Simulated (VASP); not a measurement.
# La2AsN (R-3m) in VASP: notebook

The runs below take La2AsN through single point, relaxation of cell and atoms, with PBE.

Program: VASP 6.6.1. These are calculated values, not measurements. Logs are shortened: lines on timing, memory, paths and dates and some standing lists are left out, and cuts for length are marked.

### 1 The cell of the first run

Symmetry: R-3m, No. 166, trigonal system. The conventional cell has a = 4.023 Å, b = 4.023 Å, c = 20.276 Å, α = 90.00°, β = 90.00°, γ = 120.00°. Within 3.6 Å of N (site symmetry -3m) lie 6 La at 2.74 Å. As (site symmetry -3m) has 6 La at 3.02 Å within 4.0 Å. Within 3.6 Å of La (site symmetry 3m) lie 3 N at 2.74 Å and 3 As at 3.02 Å.

### 2 Single point, PBE

Input file INCAR:

```
PREC = Accurate
ENCUT = 520
EDIFF = 1E-6
ISMEAR = -1
SIGMA = 0.02
LREAL = False
LASPH = True
NELM = 100
ALGO = Normal
ISIF = 2
LWAVE = False
LCHARG = False
GGA = PE
NBANDS = 24
```

Input file KPOINTS:

```
Automatic mesh
0
Gamma
  6 6 6
```

Input file POSCAR:

```
La2AsN
1.0
    2.0113939162      1.1612788190      6.7585021469
   -2.0113939162      1.1612788190      6.7585021469
    0.0000000000     -2.3225576380      6.7585021469
N As La
1 1 2
Direct
    1.0000000000      0.0000000000      0.0000000000
    0.5000000000      0.5000000000      0.5000000000
    0.2617688040      0.2617688040      0.2617688040
    0.7382311960      0.7382311960      0.7382311960
```

Potentials or basis: VASP PAW PBE potentials, release 64 (N, As, La).

The run is started by

```sh
> cat potpaw_PBE.64/N/POTCAR potpaw_PBE.64/As/POTCAR potpaw_PBE.64/La/POTCAR > POTCAR
> mpirun -np 1 vasp_std > vasp.out
```

OUTCAR:

```text
PREC = Accurate
   ENCUT = 520
   EDIFF = 1E-6
   ISMEAR = -1
   LREAL = False
   LASPH = True
   NELM = 100
   ISIF = 2
   GGA = PE

 ion  position               nearest neighbor table
   1  0.000  0.000  0.000-
   2  0.500  0.500  0.500-   3 3.02   3 3.02   4 3.02   4 3.02   3 3.02   4 3.02
   3  0.262  0.262  0.262-   2 3.02   2 3.02   2 3.02
   4  0.738  0.738  0.738-   2 3.02   2 3.02   2 3.02

  LATTYP: Found a trigonal (rhomboedric) cell.
 ALAT       =     7.1464414397
 COS(alpha) =     0.8415673883

  Lattice vectors:

 A1 = (   2.0113939162,   1.1612788190,   6.7585021469)
 A2 = (  -2.0113939162,   1.1612788190,   6.7585021469)
 A3 = (   0.0000000000,  -2.3225576380,   6.7585021469)

Analysis of symmetry for initial positions (statically):
=====================================================================
 Subroutine PRICEL returns:
 Original cell was already a primitive cell.

 Routine SETGRP: Setting up the symmetry group for a
 trigonal (rhombohedral) supercell.

 Subroutine GETGRP returns: Found 12 space group operations
 (whereof 12 operations were pure point group operations)
 out of a pool of 12 trial point group operations.

The static configuration has the point symmetry D_3d.

Analysis of symmetry for dynamics (positions and initial velocities):
=====================================================================
 Subroutine PRICEL returns:
 Original cell was already a primitive cell.

 Routine SETGRP: Setting up the symmetry group for a
 trigonal (rhombohedral) supercell.

 Subroutine GETGRP returns: Found 12 space group operations
 (whereof 12 operations were pure point group operations)
 out of a pool of 12 trial point group operations.

The dynamic configuration has the point symmetry D_3d.

 Subroutine INISYM returns: Found 12 space group operations
 (whereof 12 operations are pure point group operations),
 and found     1 'primitive' translations

----------------------------------------------------------------------------------------

                                     Primitive cell

  volume of cell :      94.7186

  direct lattice vectors                    reciprocal lattice vectors
     2.011393916  1.161278819  6.758502147     0.248583828  0.143519940  0.049320593
    -2.011393916  1.161278819  6.758502147    -0.248583828  0.143519940  0.049320593
     0.000000000 -2.322557638  6.758502147     0.000000000 -0.287039880  0.049320593

  length of vectors
     7.146441440  7.146441440  7.146441440     0.291246311  0.291246311  0.291246311

  position of ions in fractional coordinates (direct lattice)
     0.000000000  0.000000000  0.000000000
     0.500000000  0.500000000  0.500000000
     0.261768804  0.261768804  0.261768804
     0.738231196  0.738231196  0.738231196

  ion indices of the primitive-cell ions
   primitive index   ion index
                 1           1
                 2           2
                 3           3
                 4           4

----------------------------------------------------------------------------------------

 KPOINTS: Automatic mesh

Automatic generation of k-mesh.
 Grid dimensions read from file:
 generate k-points for:    6    6    6

 Generating k-lattice:

  Cartesian coordinates                     Fractional coordinates (reciprocal lattice)
     0.041430638  0.023919990  0.008220099     0.166666667 -0.000000000  0.000000000
    -0.041430638  0.023919990  0.008220099    -0.000000000  0.166666667  0.000000000
     0.000000000 -0.047839980  0.008220099     0.000000000  0.000000000  0.166666667

  Length of vectors
     0.048541052  0.048541052  0.048541052

  Shift w.r.t. Gamma in fractional coordinates (k-lattice)
     0.000000000  0.000000000  0.000000000

 Subroutine IBZKPT returns following result:
 ===========================================

 Found     32 irreducible k-points:

 Following reciprocal coordinates:
            Coordinates               Weight
  0.000000  0.000000  0.000000      1.000000
  0.166667  0.000000  0.000000      6.000000
  0.333333  0.000000  0.000000      6.000000
  0.500000  0.000000  0.000000      3.000000
  0.166667  0.166667  0.000000      6.000000
  0.333333  0.166667  0.000000     12.000000
[... 16 lines left out ...]
  0.500000  0.500000  0.166667      6.000000
 -0.333333  0.500000  0.166667     12.000000
 [... further k-points ...]
   k-points           NKPTS =     32   k-points in BZ     NKDIM =     32   number of bands    NBANDS=     24
   number of dos      NEDOS =    301   number of ions     NIONS =      4
   total plane-waves  NPLWV = 157464
   dimension x,y,z NGX =    54 NGY =   54 NGZ =   54
   dimension x,y,z NGXF=   108 NGYF=  108 NGZF=  108
   ions per type =               1   1   2
   NGX,Y,Z   is equivalent  to a cutoff of  12.56, 12.56, 12.56 a.u.
   NGXF,Y,Z  is equivalent  to a cutoff of  25.12, 25.12, 25.12 a.u.
 SYSTEM =  unknown system
   PREC   = accura    normal or accurate (medium, high low for compatibility)
[... 39 lines left out ...]
 non-spin polarized calculation
  energy-cutoff  :      520.00
  volume of cell :       94.72
 maximum number of plane-waves:      2588
 NGX is ok and might be reduce to    54
   NGX = 27   NGY = 27   NGZ = 27

 number of electron      32.0000000 magnetization

 Free energy of the ion-electron system (eV)
  ---------------------------------------------------
  ext. energy  EPLUGINS =         0.00000000
  ---------------------------------------------------
  free energy    TOTEN  =       -27.95365803 eV

  energy without entropy =      -27.95225754  energy(sigma->0) =      -27.95295779

 E-fermi :   7.0380     XC(G=0): -10.0825

 val. band max:        6.9576331353   @ k =   0.3333   0.1667   0.1667
 cond. band min:       7.0462846443   @ k =   0.1667   0.1667   0.1667
 fundamental gap:      0.0886515090
 Fermi energy:         7.0380301170

 k-point     1 :       0.0000    0.0000    0.0000
  band No.  band energies     occupation
      1     -24.9150      2.00000
      2     -24.7839      2.00000
      3      -9.5086      2.00000
      4      -8.3600      2.00000
      5      -8.3600      2.00000
      6      -8.2904      2.00000
[... 16 lines left out ...]
     23       9.7283      0.00000
     24      10.0044      0.00000

 k-point     2 :       0.1667    0.0000    0.0000
  band No.  band energies     occupation
      1     -24.8908      2.00000
      2     -24.7761      2.00000
      3      -9.3990      2.00000
      4      -8.5986      2.00000
      5      -8.5014      2.00000
      6      -8.4162      2.00000
[... 16 lines left out ...]
     23       9.7985      0.00000
     24       9.9862      0.00000

 k-point     3 :       0.3333    0.0000    0.0000
  band No.  band energies     occupation
      1     -24.8368      2.00000
      2     -24.7654      2.00000
      3      -9.2851      2.00000
      4      -8.9292      2.00000
      5      -8.7929      2.00000
      6      -8.5177      2.00000
[... 16 lines left out ...]
     23       9.9432      0.00000
     24       9.9902      0.00000

 k-point     4 :       0.5000    0.0000    0.0000
  band No.  band energies     occupation
      1     -24.8010      2.00000
      2     -24.7684      2.00000
      3      -9.3916      2.00000
      4      -9.0560      2.00000
      5      -8.6811      2.00000
      6      -8.5651      2.00000
[... 16 lines left out ...]
     23       9.9934      0.00000
     24      10.0116      0.00000

 k-point     5 :       0.1667    0.1667    0.0000
  band No.  band energies     occupation
      1     -24.8900      2.00000
      2     -24.7769      2.00000
      3      -9.3860      2.00000
      4      -8.6521      2.00000
      5      -8.4631      2.00000
      6      -8.4271      2.00000
[... 451 lines left out ...]
 k-point    22 :      -0.1667    0.3333    0.1667
  band No.  band energies     occupation
      1     -24.8061      2.00000
      2     -24.7634      2.00000
      3      -9.3455      2.00000
      4      -9.0140      2.00000
      5      -8.7667      2.00000
      6      -8.6323      2.00000
[... 16 lines left out ...]
     23       9.9872      0.00000
     24      10.0048      0.00000

 k-point    23 :       0.5000    0.5000    0.1667
  band No.  band energies     occupation
      1     -24.8326      2.00000
      2     -24.7696      2.00000
      3      -9.3458      2.00000
      4      -9.0579      2.00000
      5      -8.5650      2.00000
      6      -8.5521      2.00000
[... 16 lines left out ...]
     23       9.9908      0.00000
     24       9.9917      0.00000

 k-point    24 :      -0.3333    0.5000    0.1667
  band No.  band energies     occupation
      1     -24.8027      2.00000
      2     -24.7667      2.00000
      3      -9.3819      2.00000
      4      -9.0751      2.00000
      5      -8.7487      2.00000
      6      -8.5312      2.00000
[... 16 lines left out ...]
     23       9.9727      0.00000
     24      10.0153      0.00000

 [... further k-points ...]

------------------------ aborting loop because EDIFF is reached ----------------------------------------

  FORCE on cell =-STRESS in cart. coord.  units (eV):
  Direction    XX          YY          ZZ          XY          YZ          ZX
  --------------------------------------------------------------------------------------
  -------------------------------------------------------------------------------------
  Total       -0.0592594     -0.0592594     -0.0448398      0.0000000      0.0000000      0.0000000
  in kB       -1.0023796     -1.0023796     -0.7584716      0.0000000      0.0000000      0.0000000
  external PRESSURE =      -0.9210769 kB  Pullay stress =       0.0000000 kB

 VOLUME and BASIS-vectors are now :
 -----------------------------------------------------------------------------
  energy-cutoff  :      520.00
  volume of cell :       94.72
      direct lattice vectors                 reciprocal lattice vectors
     2.011393916  1.161278819  6.758502147     0.248583828  0.143519940  0.049320593
    -2.011393916  1.161278819  6.758502147    -0.248583828  0.143519940  0.049320593
     0.000000000 -2.322557638  6.758502147     0.000000000 -0.287039880  0.049320593

 POSITION                                       TOTAL-FORCE (eV/Angst)
 -----------------------------------------------------------------------------------
      0.00000      0.00000      0.00000         0.000000      0.000000      0.000000
      0.00000      0.00000     10.13775        -0.000000      0.000000      0.000000
      0.00000      0.00000      5.30750        -0.000000      0.000000      0.006548
      0.00000      0.00000     14.96801        -0.000000     -0.000000     -0.006548
 -----------------------------------------------------------------------------------
    total drift:                               -0.000000      0.000000     -0.000000

  FREE ENERGIE OF THE ION-ELECTRON SYSTEM (eV)
  ---------------------------------------------------
  free  energy   TOTEN  =       -27.9536580328 eV

  energy  without entropy=      -27.9522575402  energy(sigma->0) =      -27.95295779
```

Run time: 4 min. Hardware: 1 thread of Intel Xeon Platinum 8488C (Sapphire Rapids), shared host; peak memory 0.45 GiB.

Results:

```
Free energy            : -27.9537 eV
Pressure               : -0.1 GPa
Largest force          : 0.007 eV/Å
Band gap on the k mesh : zero (band 16 reaches 7.18 eV, above the bottom of band 17 at 6.88 eV)
```

Forces on the atoms (eV/Å):
```
N    0.000  0.000  0.000
As   0.000  0.000  0.000
La   0.000  0.000  0.007
La   0.000  0.000 -0.007
```

Levels at points of the mesh, in eV from the Fermi level:
| k point | band 13 | band 14 | band 15 | band 16 | band 17 | band 18 | band 19 | band 20 |
| --- | --- | --- | --- | --- | --- | --- | --- | --- |
| (0.00, 0.00, 0.00) | -2.19 | -0.43 | 0.14 | 0.14 | 1.63 | 1.90 | 1.90 | 2.28 |
| (0.50, 0.00, 0.00) | -1.70 | -1.52 | -1.34 | -0.63 | 0.90 | 1.49 | 2.72 | 2.73 |
| (0.50, 0.50, 0.00) | -2.05 | -0.88 | -0.51 | -0.28 | -0.16 | 2.45 | 2.71 | 2.75 |
| (0.50, 0.50, 0.50) | -2.00 | -2.00 | -0.37 | -0.37 | 1.37 | 2.23 | 2.23 | 2.25 |

Caveat: spin-orbit coupling is left out, which moves the levels of the heavy elements.

### 3 Relaxation of cell and atoms, PBE

This run uses another cell than the first one, of 29.39 Å³/atom, 1.241 times its volume.

Input file INCAR:

```
SYSTEM = La2AsN
PREC = Accurate
ENCUT = 600
EDIFF = 1E-7
ISMEAR = -1
SIGMA = 0.02
LREAL = .False.
LASPH = .True.
NELM = 100
ALGO = Normal
ISIF = 3
LWAVE = .False.
LCHARG = .False.
GGA = PE
IBRION = 2
NSW = 80
EDIFFG = -0.005
```

Input file KPOINTS:

```
Automatic mesh
0
Gamma
  6 6 6
  0 0 0
```

Input file POSCAR:

```
La2AsN
1.0
    2.1821223344      1.2598489171      7.1267817007
   -2.1821223344      1.2598489171      7.1267817007
    0.0000000000     -2.5196978343      7.1267817007
N As La
1 1 2
Direct
    1.0000000000      0.0000000000      0.0000000000
    0.5000000000      0.5000000000      0.5000000000
    0.2500000000      0.2500000000      0.2500000000
    0.7500000000      0.7500000000      0.7500000000
```

Potentials or basis: VASP PAW PBE potentials, release 64 (N, As, La).

The run is started by

```sh
> cat potpaw_PBE.64/N/POTCAR potpaw_PBE.64/As/POTCAR potpaw_PBE.64/La/POTCAR > POTCAR
> mpirun -np 1 vasp_std > vasp.out
```

Run time: 66 min. Hardware: 1 thread of Intel Xeon Platinum 8488C (Sapphire Rapids), shared host; peak memory 0.65 GiB.

Results (log left out):

```
Free energy                            : -27.9649 eV
Relaxed volume                         : 23.64 Å³/atom
Relaxed cell                           : a = 7.143 Å, b = 7.143 Å, c = 7.143 Å, α = 32.69°, β = 32.69°, γ = 32.69°
Space group after relaxing (to 0.05 Å) : R-3m (No. 166)
Energy gained by relaxing              : 380.2 meV/atom
Ionic steps                            : 17
Pressure after relaxing                : 0.0 GPa
Band gap on the k mesh                 : zero (band 16 reaches 7.20 eV, above the bottom of band 17 at 6.90 eV)
```

Step by step:
```tsv
step	energy change (eV)	largest force (eV/Å)	pressure (GPa)	volume (Å³)
1	0.0000	2.2225	-9.79	117.56
2	-1.0731	2.5566	7.42	89.56
3	-1.1181	2.5561	3.45	93.24
4	-1.4991	0.0021	2.36	92.19
5	-1.4991	0.0265	2.35	92.20
6	-1.5076	0.0126	-1.83	96.71
7	-1.5187	0.0163	-0.14	94.74
8	-1.5186	0.0163	-0.08	94.69
9	-1.5202	0.0112	-0.02	94.62
10	-1.5207	0.0094	0.02	94.55
11	-1.5207	0.0095	0.03	94.55
12	-1.5205	0.0096	0.00	94.59
13	-1.5207	0.0099	0.00	94.56
14	-1.5207	0.0091	0.00	94.55
15	-1.5207	0.0034	0.03	94.56
16	-1.5207	0.0062	-0.01	94.58
17	-1.5207	0.0005	-0.01	94.57
```

Final structure:
```
CELL_PARAMETERS angstrom
2.01027 1.16063 6.75530
-2.01027 1.16063 6.75530
0.00000 -2.32126 6.75530
ATOMIC_POSITIONS crystal
N 0.00000 0.00000 0.00000
As 0.50000 0.50000 0.50000
La 0.26181 0.26181 0.26181
La 0.73819 0.73819 0.73819
```

Levels at points of the mesh, in eV from the Fermi level:
| k point | band 14 | band 15 | band 16 | band 17 | band 18 | band 19 |
| --- | --- | --- | --- | --- | --- | --- |
| (0.00, 0.00, 0.00) | -0.43 | 0.14 | 0.14 | 1.63 | 1.90 | 1.90 |
| (0.50, 0.00, 0.00) | -1.52 | -1.34 | -0.63 | 0.90 | 1.49 | 2.72 |
| (0.50, 0.50, 0.00) | -0.88 | -0.51 | -0.28 | -0.16 | 2.45 | 2.72 |
| (0.50, 0.50, 0.50) | -2.01 | -0.37 | -0.37 | 1.37 | 2.23 | 2.23 |

Caveat: the volume moved by over 15 % at a fixed basis, so the end points are rough; spin-orbit coupling is left out, which moves the levels of the heavy elements.

### 4 Single point, PBE

Input file INCAR:

```
SYSTEM = La2AsN
PREC     = Accurate       ! precision mode
ENCUT    = 520            ! plane-wave cutoff, eV
EDIFF    = 1E-7           ! SCF threshold, eV
ISMEAR   = -1             ! smearing method
SIGMA    = 0.02           ! smearing width, eV
LREAL    = .False.        ! projectors in reciprocal space
LASPH    = .True.         ! aspherical terms in the spheres
NELM     = 100            ! most SCF steps
ALGO     = Normal         ! electronic algorithm
ISIF     = 2              ! what is computed and relaxed
LWAVE    = .False.        ! write WAVECAR
LCHARG   = .True.         ! write CHGCAR
GGA      = PE             ! functional
LELF     = .True.         ! ELF
LVHAR    = .True.       
NBANDS   = 24             ! bands
```

Input file KPOINTS:

```
regular mesh
0
Gamma
  8 8 8
  0 0 0
```

Input file POSCAR:

```
La2AsN
1.0
    2.0141631486      1.1628776360      6.7375920598
   -2.0141631486      1.1628776360      6.7375920598
    0.0000000000     -2.3257552721      6.7375920598
N As La
1 1 2
Direct
    1.0000000000      0.0000000000      0.0000000000
    0.5000000000      0.5000000000      0.5000000000
    0.2616332903      0.2616332903      0.2616332903
    0.7383667097      0.7383667097      0.7383667097
```

The run is started by

```sh
> cat potpaw_PBE.64/N/POTCAR potpaw_PBE.64/As/POTCAR potpaw_PBE.64/La/POTCAR > POTCAR
> mpirun -np 1 vasp_std > vasp.out
```

It took 8.4 min on 1 thread of Intel Xeon Platinum 8488C (Sapphire Rapids), shared host; peak memory 0.52 GiB.

The run converged. Its results:

```
Free energy            : -27.9634 eV
Pressure               : -0.1 GPa
Largest force          : 0.076 eV/Å
Band gap on the k mesh : zero (band 16 reaches 7.15 eV, above the bottom of band 17 at 6.86 eV)
```

Forces on the atoms (eV/Å):
```
N    0.000  0.000  0.000
As   0.000  0.000  0.000
La   0.000  0.000  0.076
La   0.000  0.000 -0.076
```

Stress tensor (GPa, compression positive):
```
-0.34  0.00  0.00
 0.00 -0.34  0.00
 0.00  0.00  0.30
```

Levels at points of the mesh, in eV from the Fermi level:
```csv
k point,band 14,band 15,band 16,band 17,band 18,band 19
"(0.00, 0.00, 0.00)",-0.36,0.17,0.17,1.71,1.95,1.95
"(0.50, 0.00, 0.00)",-1.47,-1.26,-0.60,0.99,1.55,2.78
"(0.50, 0.50, 0.00)",-0.82,-0.45,-0.22,-0.12,2.51,2.78
"(0.50, 0.50, 0.50)",-1.93,-0.36,-0.36,1.43,2.30,2.30
```

Caveat: spin-orbit coupling is left out, which moves the levels of the heavy elements.

### 5 Summary

```tsv
task	cell	k mesh	cutoff (eV)	gap on the mesh (eV)	pressure (GPa)	largest force (eV/Å)
single point	a = 7.146 Å, angles 32.7°, 4 atoms	6 × 6 × 6	520	none	-0.1	0.01
relaxation of cell and atoms	relaxed from a = 7.559 Å, angles 33.6°, 4 atoms	6 × 6 × 6	600	none	0.0	-
single point	a = 7.128 Å, angles 32.8°, 4 atoms	8 × 8 × 8	520	none	-0.1	0.08
```

Alike in all rows: level PBE; potentials or basis VASP PAW PBE potentials, release 64 (N, As, La); no spin polarisation; smearing fermi-dirac 0.02 eV.

Caveats: spin-orbit coupling is left out, which moves the levels of the heavy elements; the volume moved by over 15 % at a fixed basis, so the end points are rough (some runs).

Total energies depend on the potentials used, so only differences within one code and one set of settings carry meaning.
